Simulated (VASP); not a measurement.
# GaN (P6_3mc) in VASP: further runs, part 2 of 2

VASP 6.6.1. Earlier steps stand in the parts before.

**5. Single point, LDA**

This run uses another cell than the first one, of 10.57 Å³/atom.

Contents of INCAR:

```
  ALGO = Normal
  EDIFF = 1E-6
  ENCUT = 1330
  GGA_COMPAT = F
  ISIF = 2
  ISMEAR = 0
  LASPH = T
  LCHARG = T
  LELF = T
  LREAL = F
  LVHAR = T
  LWAVE = F
  NBANDS = 26
  NELM = 120
  PREC = Accurate
  SIGMA = 0.01
```

Contents of KPOINTS:

```
k-points
0
Gamma
  8 8 4
```

Contents of POSCAR:

```
GaN
1.0
    3.1049025378      0.0000000000      0.0000000000
   -1.5524512689      2.6889244740      0.0000000000
    0.0000000000      0.0000000000      5.0628531699
Ga N
2 2
Direct
    0.3333333333      0.6666666667     -0.0006110650
    0.6666666667      0.3333333333      0.4993889350
    0.3333333333      0.6666666667      0.3756110650
    0.6666666667      0.3333333333      0.8756110650
```

Potentials or basis: VASP PAW LDA potentials, release 64 (Ga_d, N_h).

Launch:

```console
> cat potpaw_LDA.64/Ga_d/POTCAR potpaw_LDA.64/N_h/POTCAR > POTCAR
> mpirun -np 1 vasp_std > vasp.out
```

OUTCAR:

```text
EDIFF = 1E-6
   ENCUT = 1330
   ISIF = 2
   ISMEAR = 0
   LASPH = T
   LREAL = F
   NELM = 120
   PREC = Accurate

 ion  position               nearest neighbor table
   1  0.333  0.667  0.999-   4 1.90   4 1.90   4 1.90   3 1.90
   2  0.667  0.333  0.499-   3 1.90   3 1.90   3 1.90   4 1.90
   3  0.333  0.667  0.376-   2 1.90   2 1.90   2 1.90   1 1.90
   4  0.667  0.333  0.876-   1 1.90   1 1.90   1 1.90   2 1.90

  LATTYP: Found a hexagonal cell.
 ALAT       =     3.1049025378
 C/A-ratio  =     1.6305997075

  Lattice vectors:

 A1 = (   3.1049025378,   0.0000000000,   0.0000000000)
 A2 = (  -1.5524512689,   2.6889244740,   0.0000000000)
 A3 = (   0.0000000000,   0.0000000000,   5.0628531699)

Analysis of symmetry for initial positions (statically):
=====================================================================
 Subroutine PRICEL returns:
 Original cell was already a primitive cell.

 Routine SETGRP: Setting up the symmetry group for a
[... 166 lines left out ...]

 Free energy of the ion-electron system (eV)
  ---------------------------------------------------
  ext. energy  EPLUGINS =         0.00000000
  ---------------------------------------------------
  free energy    TOTEN  =       -27.84286399 eV

  energy without entropy =      -27.84286399  energy(sigma->0) =      -27.84286399

 E-fermi :   6.3821     XC(G=0): -12.5585

 val. band max:        6.3005330579   @ k =   0.0000   0.0000   0.0000
 cond. band min:       8.7478870314   @ k =   0.0000   0.0000   0.0000
 fundamental gap:      2.4473539736
 Fermi energy:         6.3820590282

 k-point     1 :       0.0000    0.0000    0.0000
  band No.  band energies     occupation
      1     -10.2571      2.00000
      2      -9.1198      2.00000
      3      -7.3498      2.00000
      4      -7.3301      2.00000
      5      -7.3301      2.00000
      6      -7.2530      2.00000
[... 685 lines left out ...]
     25      18.8233      0.00000
     26      18.8233      0.00000

 [... further k-points ...]
[... 5 lines left out ...]
  --------------------------------------------------------------------------------------
  -------------------------------------------------------------------------------------
  Total        2.9604520      2.9604520      2.9734677      0.0000000      0.0000000      0.0000000
  in kB      112.2139099    112.2139098    112.7072630      0.0000000      0.0000000      0.0000000
  external PRESSURE =     112.3783609 kB  Pullay stress =       0.0000000 kB

 VOLUME and BASIS-vectors are now :
 -----------------------------------------------------------------------------
  energy-cutoff  :     1330.00
  volume of cell :       42.27
      direct lattice vectors                 reciprocal lattice vectors
     3.104902538  0.000000000  0.000000000     0.322071301  0.185947952  0.000000000
    -1.552451269  2.688924474  0.000000000     0.000000000  0.371895905  0.000000000
     0.000000000  0.000000000  5.062853170     0.000000000  0.000000000  0.197517085

 POSITION                                       TOTAL-FORCE (eV/Angst)
 -----------------------------------------------------------------------------------
     -0.00000      1.79262      5.05976        -0.000000     -0.000000      0.001240
      1.55245      0.89631      2.52833        -0.000000     -0.000000      0.001240
     -0.00000      1.79262      1.90166         0.000000      0.000000     -0.001240
      1.55245      0.89631      4.43309        -0.000000      0.000000     -0.001240
 -----------------------------------------------------------------------------------
    total drift:                               -0.000000      0.000000     -0.000204

  FREE ENERGIE OF THE ION-ELECTRON SYSTEM (eV)
  ---------------------------------------------------
  free  energy   TOTEN  =       -27.8428639856 eV

  energy  without entropy=      -27.8428639856  energy(sigma->0) =      -27.84286399
```

OSZICAR:

```text
N       E                     dE             d eps       ncg     rms          rms(c)
DAV:   1     0.419167603012E+03    0.41917E+03   -0.30402E+04  1722   0.463E+03
DAV:   2     0.407381707454E+02   -0.37843E+03   -0.35769E+03  1608   0.804E+02
DAV:   3    -0.272291526361E+02   -0.67967E+02   -0.65813E+02  1832   0.212E+02
DAV:   4    -0.319971618836E+02   -0.47680E+01   -0.47014E+01  1898   0.531E+01
DAV:   5    -0.321439156258E+02   -0.14675E+00   -0.14624E+00  1932   0.853E+00    0.110E+01
DAV:   6    -0.278658761971E+02    0.42780E+01   -0.96578E+00  2672   0.524E+01    0.265E+00
DAV:   7    -0.279008999257E+02   -0.35024E-01   -0.14387E+00  1668   0.828E+00    0.195E+00
DAV:   8    -0.278587753033E+02    0.42125E-01   -0.19218E-01  2602   0.527E+00    0.846E-01
DAV:   9    -0.278424742697E+02    0.16301E-01   -0.65027E-02  2586   0.440E+00    0.929E-02
DAV:  10    -0.278428770346E+02   -0.40276E-03   -0.54555E-03  1886   0.724E-01    0.508E-02
DAV:  11    -0.278428629028E+02    0.14132E-04   -0.29852E-04  2030   0.217E-01    0.106E-02
DAV:  12    -0.278428650246E+02   -0.21218E-05   -0.40736E-05  2148   0.102E-01    0.918E-03
DAV:  13    -0.278428639507E+02    0.10739E-05   -0.53582E-06  1690   0.366E-02    0.176E-03
DAV:  14    -0.278428639856E+02   -0.34934E-07   -0.83737E-07  1026   0.728E-03
   1 F= -.27842864E+02 E0= -.27842864E+02  d E =-.600956E-33
```

stdout:

```text
POSCAR found type information on POSCAR GaN
 POSCAR found :  2 types and       4 ions
 scaLAPACK will be used
 LDA part: xc-table for (Slater(with rela. corr.)+CA(PZ))
 , standard interpolation
 POSCAR, INCAR and KPOINTS ok, starting setup
 FFT: planning ... GRIDC
 FFT: planning ... GRID_SOFT
 FFT: planning ... GRID
 WAVECAR not read
 entering main loop
```

It took 75 s on 1 thread of AMD EPYC 9R45 (Zen 5), shared host; peak memory 0.29 GiB.

Results:

```
Free energy            : -27.8429 eV
Pressure               : 11.2 GPa
Band gap on the k mesh : 2.45 eV
```

Caveat: the cell stands under pressure.

**6. The runs side by side**

```tsv
cell	gap on the mesh (eV)	pressure (GPa)
a = 3.142, b = 3.142, c = 5.122 Å, angles 90.0, 90.0, 120.0°, 4 atoms, atomic positions A	2.21	3.2
a = 3.118, b = 3.118, c = 5.084 Å, angles 90.0, 90.0, 120.0°, 4 atoms, atomic positions A	2.36	8.2
a = 3.132, b = 3.132, c = 5.106 Å, angles 90.0, 90.0, 120.0°, 4 atoms, atomic positions A	2.27	5.2
a = 3.105, b = 3.105, c = 5.063 Å, angles 90.0, 90.0, 120.0°, 4 atoms, atomic positions B	2.45	11.2
```

Alike in all rows: task single point; level LDA; potentials or basis VASP PAW LDA potentials, release 64 (Ga_d, N_h); no spin polarisation; k mesh 8 × 8 × 4; cutoff (eV) 1330; smearing gaussian 0.01 eV.

Caveats: the cell stands under pressure.

Absolute energies hang on the potentials; compare differences alone.
